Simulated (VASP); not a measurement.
Wanted: the native input for a VASP 6.6.1 run.

* Task: electric field gradients
* Functional: LDA
* Potentials or basis: VASP PAW LDA potentials, release 64 (Hf_pv, O)
* Cutoff: 520 eV
* k mesh: 9 × 9 × 9
* Occupations: fermi-dirac, width 0.01 eV
* Spin: no spin polarisation
* Dipole correction: no
* Further INCAR settings: ALGO = Normal; EDIFF = 1e-08; NBANDS = 18

The structure of HfO2 lies in POSCAR:

```
HfO2
1.0
    0.0000000000      2.5403350533      2.5403350533
    2.5403350533      0.0000000000      2.5403350533
    2.5403350533      2.5403350533      0.0000000000
Hf O
1 2
Direct
    0.0000000000      0.0000000000      0.0000000000
    0.2500000000      0.2500000000      0.2500000000
    0.7500000000      0.7500000000      0.7500000000
```

This cell differs from its parent crystal: volume scaled by 0.98.

The input as run:

INCAR

```
SYSTEM = HfO2
  PREC = Accurate
  ENCUT = 520
  EDIFF = 1E-8
  ISMEAR = -1
  SIGMA = 0.01
  LREAL = .False.
  LASPH = .True.
  NELM = 80
  ALGO = Normal
  ISIF = 2
  LWAVE = .False.
  LCHARG = .False.
  GGA = CA
  LEFG = .True.
  NBANDS = 18
```

KPOINTS

```
Automatic mesh
0
Gamma
  9 9 9
  0 0 0
```

Potentials or basis: VASP PAW LDA potentials, release 64 (Hf_pv, O).

Run with:

```bash
$ cat potpaw_LDA.64/Hf_pv/POTCAR potpaw_LDA.64/O/POTCAR > POTCAR
$ mpirun -np 1 vasp_std > vasp.out
```

Results of the run:

- Pressure: -15.0 GPa
- Band gap on the k mesh: 3.69 eV, indirect (least direct gap 3.81 eV)

Caveat: without QUAD_EFG the Cq values of the log hold for a quadrupole moment of 1 mb, not for the nuclei; spin-orbit coupling is left out, which moves the levels of the heavy elements.

It took 13 s on 1 thread of Intel Xeon 6975P-C (shared host), peak memory 0.15 GiB.
